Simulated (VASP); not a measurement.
# CoSi: single point with r2SCAN

Crystal: CoSi.

```
Co Si
1.0
     4.38353    0.00000    0.00000
     0.00000    4.38353    0.00000
     0.00000    0.00000    4.38353
Co Si
4 4
Direct
  0.14567 0.14567 0.14567
  0.35433 0.85433 0.64567
  0.64567 0.35433 0.85433
  0.85433 0.64567 0.35433
  0.84361 0.84361 0.84361
  0.65639 0.15639 0.34361
  0.34361 0.65639 0.15639
  0.15639 0.34361 0.65639
```

```yaml
Program: VASP 6.6.1
Task: single point
Functional: r2SCAN
Potentials_or_basis: VASP PAW PBE potentials, release 64 (Co, Si)
Cutoff: 520 eV
k_mesh: 8 × 8 × 8
Occupations: gaussian, width 0.05 eV
Spin: no spin polarisation
Dipole_correction: no
Further_INCAR_settings: ALGO = Normal; EDIFF = 1e-06; NBANDS = 36
```

```yaml
Pressure: 0.0 GPa
Largest_force: 0.005 eV/Å
Band_gap_on_the_k_mesh: zero (bands 26 and 27 overlap by 0.21 eV)
```

Forces in eV/Å, atoms in the order of the input:
```
Co   0.003  0.003  0.003
Co  -0.003 -0.003  0.003
Co   0.003 -0.003 -0.003
Co  -0.003  0.003 -0.003
Si   0.002  0.002  0.002
Si  -0.002 -0.002  0.002
Si   0.002 -0.002 -0.002
Si  -0.002  0.002 -0.002
```

Levels at points of the mesh, in eV from the Fermi level:
```tsv
k point	band 24	band 25	band 26	band 27	band 28	band 29
(0.00, 0.00, 0.00)	-0.88	-0.01	-0.01	-0.01	2.85	2.85
(0.50, 0.00, 0.00)	-0.73	-0.52	-0.52	1.09	1.09	1.70
(0.50, 0.50, 0.00)	-1.11	-0.05	-0.05	0.68	0.68	2.28
(0.50, 0.50, 0.50)	-1.35	-0.21	-0.21	-0.21	-0.21	6.08
```

It took 11 min on 1 thread of Intel Xeon 8259CL (shared host), peak memory 0.28 GiB.

Caveat: the PAW data sets were made with another functional, which shifts forces and pressure a little. Spin polarisation is off, so any magnetic state and its effect on volume and gap are missing.
